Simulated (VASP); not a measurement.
# Ge (Fd-3m) in VASP: further runs, part 2 of 2

VASP 6.6.1. Earlier steps stand in the parts before.

**3. Relaxation of cell and atoms, PBEsol**

Contents of INCAR:

```
SYSTEM = Ge
PREC = Accurate
ENCUT = 600
EDIFF = 1E-6
ISMEAR = 0
SIGMA = 0.1
LREAL = .FALSE.
LASPH = .TRUE.
NELM = 80
ALGO = Normal
ISIF = 3
LWAVE = .FALSE.
LCHARG = .FALSE.
GGA = PS
IBRION = 2
NSW = 100
EDIFFG = -0.005
```

Contents of KPOINTS:

```
regular mesh
0
G
  12 12 12
  0 0 0
```

Contents of POSCAR:

```
Ge
1.0
    0.0000000000      2.8374271100      2.8374271100
    2.8374271100      0.0000000000      2.8374271100
    2.8374271100      2.8374271100      0.0000000000
Ge
2
Direct
    0.0000000000      0.0000000000      0.0000000000
    0.2500000000      0.2500000000      0.2500000000
```

Potentials or basis: VASP PAW PBE potentials, release 64 (Ge_d).

Launch:

```bash
$ cat potpaw_PBE.64/Ge_d/POTCAR > POTCAR
$ mpirun -np 1 vasp_std > vasp.out
```

OUTCAR:

```text
SYSTEM = Ge
   PREC = Accurate
   ENCUT = 600
   EDIFF = 1E-6
   ISMEAR = 0
   LREAL = .FALSE.
   LASPH = .TRUE.
   NELM = 80
   ISIF = 3
   GGA = PS
   IBRION = 2
   NSW = 100
   EDIFFG = -0.005

 ion  position               nearest neighbor table
   1  0.000  0.000  0.000-   2 2.46   2 2.46   2 2.46   2 2.46
   2  0.250  0.250  0.250-   1 2.46   1 2.46   1 2.46   1 2.46

  LATTYP: Found a face centered cubic cell.
 ALAT       =     5.6748542200

  Lattice vectors:

 A1 = (   0.0000000000,   2.8374271100,   2.8374271100)
 A2 = (   2.8374271100,   0.0000000000,   2.8374271100)
 A3 = (   2.8374271100,   2.8374271100,   0.0000000000)

Analysis of symmetry for initial positions (statically):
=====================================================================
 Subroutine PRICEL returns:
 Original cell was already a primitive cell.

 Routine SETGRP: Setting up the symmetry group for a
 face centered cubic supercell.

 Subroutine GETGRP returns: Found 48 space group operations
 (whereof 24 operations were pure point group operations)
 out of a pool of 48 trial point group operations.
[... 163 lines left out ...]

  energy without entropy =       -9.87371111  energy(sigma->0) =       -9.87383590

 E-fermi :   4.7834     XC(G=0): -10.0860

 val. band max:        4.7738297127   @ k =   0.0000   0.0000   0.0000
 cond. band min:       4.8691830430   @ k =   0.5000   0.0000   0.0000
 fundamental gap:      0.0953533303
 Fermi energy:         4.7833583677

 k-point     1 :       0.0000    0.0000    0.0000
  band No.  band energies     occupation
      1     -19.9766      2.00000
      2     -19.9766      2.00000
      3     -19.9766      2.00000
      4     -19.9407      2.00000
      5     -19.9407      2.00000
      6     -19.7334      2.00000
[... 481 lines left out ...]
      5     -19.8801      2.00000
      6     -19.7902      2.00000
[... 10 lines left out ...]
     17       9.4522      0.00000
     18      12.2301      0.00000

 [... further k-points ...]

------------------------ aborting loop because EDIFF is reached ----------------------------------------

  FORCE on cell =-STRESS in cart. coord.  units (eV):
  Direction    XX          YY          ZZ          XY          YZ          ZX
  --------------------------------------------------------------------------------------
  -------------------------------------------------------------------------------------
  Total       -0.0089071     -0.0089071     -0.0089071     -0.0000000      0.0000000     -0.0000000
  in kB       -0.3123522     -0.3123522     -0.3123522     -0.0000000      0.0000000     -0.0000000
  external PRESSURE =      -0.3123522 kB  Pullay stress =       0.0000000 kB

 VOLUME and BASIS-vectors are now :
 -----------------------------------------------------------------------------
  energy-cutoff  :      600.00
  volume of cell :       45.69
      direct lattice vectors                 reciprocal lattice vectors
     0.000000000  2.837427110  2.837427110    -0.176215980  0.176215980  0.176215980
     2.837427110  0.000000000  2.837427110     0.176215980 -0.176215980  0.176215980
     2.837427110  2.837427110  0.000000000     0.176215980  0.176215980 -0.176215980

 POSITION                                       TOTAL-FORCE (eV/Angst)
 -----------------------------------------------------------------------------------
      0.00000      0.00000      0.00000         0.000000      0.000000      0.000000
      1.41871      1.41871      1.41871        -0.000000     -0.000000     -0.000000
 -----------------------------------------------------------------------------------
    total drift:                               -0.000000      0.000000      0.000000

  FREE ENERGIE OF THE ION-ELECTRON SYSTEM (eV)
  ---------------------------------------------------
  free  energy   TOTEN  =        -9.8739606834 eV

  energy  without entropy=       -9.8737111142  energy(sigma->0) =       -9.87383590

 reached required accuracy - stopping structural energy minimisation
```

CONTCAR:

```text
Ge
   1.00000000000000
     0.0000000000000000    2.8374271100000001    2.8374271100000001
     2.8374271100000001    0.0000000000000000    2.8374271100000001
     2.8374271100000001    2.8374271100000001    0.0000000000000000
  Ge
     2
Direct
     0.0000000000000000    0.0000000000000000    0.0000000000000000
     0.2500000000000000    0.2500000000000000    0.2500000000000000

  0.00000000E+00  0.00000000E+00  0.00000000E+00
  0.00000000E+00  0.00000000E+00  0.00000000E+00
```

Wall time 26 s (1 thread of Intel Xeon Platinum 8488C (Sapphire Rapids), shared host); peak memory 0.2 GiB.

What came out:

* Free energy: -9.8740 eV
* Pressure after relaxing: 0.0 GPa
* Band gap on the k mesh: zero (filled and empty bands touch)

Final structure:
```
Ge
1.0
     0.00000    2.83743    2.83743
     2.83743    0.00000    2.83743
     2.83743    2.83743    0.00000
Ge
2
Direct
  0.00000 0.00000 0.00000
  0.25000 0.25000 0.25000
```

Caveat: the relaxation stopped at its first step, so nothing moved; the PAW data sets were made with another functional, which shifts forces and pressure a little.

**4. Single point, PBEsol**

Contents of INCAR:

```
  ALGO = Normal
  EDIFF = 1E-6
  ENCUT = 520
  GGA = PS
  ISIF = 2
  ISMEAR = 0
  ISYM = 0
  LASPH = True
  LCHARG = False
  LREAL = False
  LWAVE = False
  NBANDS = 21
  NELM = 80
  PREC = Accurate
  SIGMA = 0.1
```

Contents of KPOINTS:

```
k-points
0
Gamma
  9 9 12
```

Contents of POSCAR:

```
Ge
1.0
    4.0127279012      0.0000000000      0.0000000000
    0.0000000000      4.0127279012      0.0000000000
   -2.0063639506     -2.0063639506      2.8374271100
Ge
2
Direct
    0.0000000000      0.0000000000      0.0000000000
    0.7500000000      0.2500000000      0.5000000000
```

Potentials or basis: VASP PAW PBE potentials, release 64 (Ge_d).

Launch:

```bash
$ cat potpaw_PBE.64/Ge_d/POTCAR > POTCAR
$ mpirun -np 1 vasp_std > vasp.out
```

OUTCAR:

```text
EDIFF = 1E-6
   ENCUT = 520
   GGA = PS
   ISIF = 2
   ISMEAR = 0
   ISYM = 0
   LASPH = True
   LREAL = False
   NELM = 80
   PREC = Accurate

 ion  position               nearest neighbor table
   1  0.000  0.000  0.000-   2 2.46   2 2.46   2 2.46   2 2.46
   2  0.750  0.250  0.500-   1 2.46   1 2.46   1 2.46   1 2.46

IMPORTANT INFORMATION: All symmetrisations will be switched off!
NOSYMM: (Re-)initialisation of all symmetry stuff for point group C_1.

----------------------------------------------------------------------------------------

                                     Primitive cell

  volume of cell :      45.6882

  direct lattice vectors                    reciprocal lattice vectors
     4.012727901  0.000000000  0.000000000     0.249207029  0.000000000  0.176215980
     0.000000000  4.012727901  0.000000000     0.000000000  0.249207029  0.176215980
    -2.006363951 -2.006363951  2.837427110     0.000000000  0.000000000  0.352431961

  length of vectors
     4.012727901  4.012727901  4.012727901     0.305215031  0.305215031  0.352431961
[... 148 lines left out ...]
  free energy    TOTEN  =        -9.87237902 eV

  energy without entropy =       -9.87208116  energy(sigma->0) =       -9.87223009

 E-fermi :   4.7939     XC(G=0): -10.0861

 val. band max:        4.7740140770   @ k =   0.0000   0.0000   0.0000
 cond. band min:       4.8949469187   @ k =   0.0000   0.4444  -0.0000
 fundamental gap:      0.1209328416
 Fermi energy:         4.7939479825

 k-point     1 :       0.0000    0.0000    0.0000
  band No.  band energies     occupation
      1     -19.9762      2.00000
      2     -19.9762      2.00000
      3     -19.9758      2.00000
      4     -19.9404      2.00000
      5     -19.9399      2.00000
      6     -19.7330      2.00000
[... 565 lines left out ...]
     20      13.6796      0.00000
     21      13.6797      0.00000

 [... further k-points ...]

------------------------ aborting loop because EDIFF is reached ----------------------------------------

  FORCE on cell =-STRESS in cart. coord.  units (eV):
  Direction    XX          YY          ZZ          XY          YZ          ZX
  --------------------------------------------------------------------------------------
  -------------------------------------------------------------------------------------
  Total       -0.0488731     -0.0488629     -0.0670052      0.0002494     -0.0019024     -0.0019113
  in kB       -1.7138639     -1.7135048     -2.3497143      0.0087447     -0.0667134     -0.0670249
  external PRESSURE =      -1.9256944 kB  Pullay stress =       0.0000000 kB

 VOLUME and BASIS-vectors are now :
 -----------------------------------------------------------------------------
  energy-cutoff  :      520.00
  volume of cell :       45.69
      direct lattice vectors                 reciprocal lattice vectors
     4.012727901  0.000000000  0.000000000     0.249207029  0.000000000  0.176215980
     0.000000000  4.012727901  0.000000000     0.000000000  0.249207029  0.176215980
    -2.006363951 -2.006363951  2.837427110     0.000000000  0.000000000  0.352431961

 POSITION                                       TOTAL-FORCE (eV/Angst)
 -----------------------------------------------------------------------------------
      0.00000      0.00000      0.00000        -0.001173      0.001169     -0.000000
      2.00636      0.00000      1.41871         0.001173     -0.001169      0.000000
 -----------------------------------------------------------------------------------
    total drift:                                0.000004      0.000003      0.000001

  FREE ENERGIE OF THE ION-ELECTRON SYSTEM (eV)
  ---------------------------------------------------
  free  energy   TOTEN  =        -9.8723790157 eV

  energy  without entropy=       -9.8720811615  energy(sigma->0) =       -9.87223009
```

stdout:

```text
POSCAR found type information on POSCAR Ge
 POSCAR found :  1 types and       2 ions
 scaLAPACK will be used
 -----------------------------------------------------------------------------
|                                                                             |
|                                                                             |
[... 21 lines left out ...]
|     Results are often still useful ...                                      |
|                                                                             |
 -----------------------------------------------------------------------------

 POSCAR, INCAR and KPOINTS ok, starting setup
 FFT: planning ... GRIDC
 FFT: planning ... GRID_SOFT
 FFT: planning ... GRID
 WAVECAR not read
 entering main loop
```

Wall time 8.9 min (1 thread of Intel Xeon 8259CL, shared host); peak memory 0.45 GiB.

Results:

| Property | Result |
| --- | --- |
| Free energy | -9.8724 eV |
| Pressure | -0.2 GPa |
| Band gap on the k mesh | zero (filled and empty bands touch) |

Levels at points of the mesh, in eV from the Fermi level:
| k point | band 11 | band 12 | band 13 | band 14 | band 15 | band 16 | band 17 | band 18 |
| --- | --- | --- | --- | --- | --- | --- | --- | --- |
| (0.00, 0.00, 0.00) | -12.75 | -0.11 | -0.02 | -0.02 | -0.02 | 2.51 | 2.51 | 2.51 |
| (0.00, 0.00, 0.50) | -8.89 | -8.89 | -3.08 | -3.08 | 0.66 | 0.66 | 9.40 | 9.40 |

Caveat: the PAW data sets were made with another functional, which shifts forces and pressure a little.

**5. Summary**

| task | cell | k mesh | cutoff (eV) | gap on the mesh (eV) | pressure (GPa) |
| --- | --- | --- | --- | --- | --- |
| single point | a = 4.013 Å, angles 60.0°, 2 atoms | 12 × 12 × 12 | 520 | none | -0.4 |
| relaxation of cell and atoms | relaxed from a = 4.013 Å, angles 60.0°, 2 atoms | 12 × 12 × 12 | 600 | none | 0.0 |
| single point | a = 4.013 Å, angles 120.0, 120.0, 90.0°, 2 atoms | 9 × 9 × 12 | 520 | none | -0.2 |

Alike in all rows: level PBEsol; potentials or basis VASP PAW PBE potentials, release 64 (Ge_d); no spin polarisation; smearing gaussian 0.1 eV.

Caveats: the PAW data sets were made with another functional, which shifts forces and pressure a little; the relaxation stopped at its first step, so nothing moved (some runs).

Absolute energies hang on the potentials; compare differences alone.
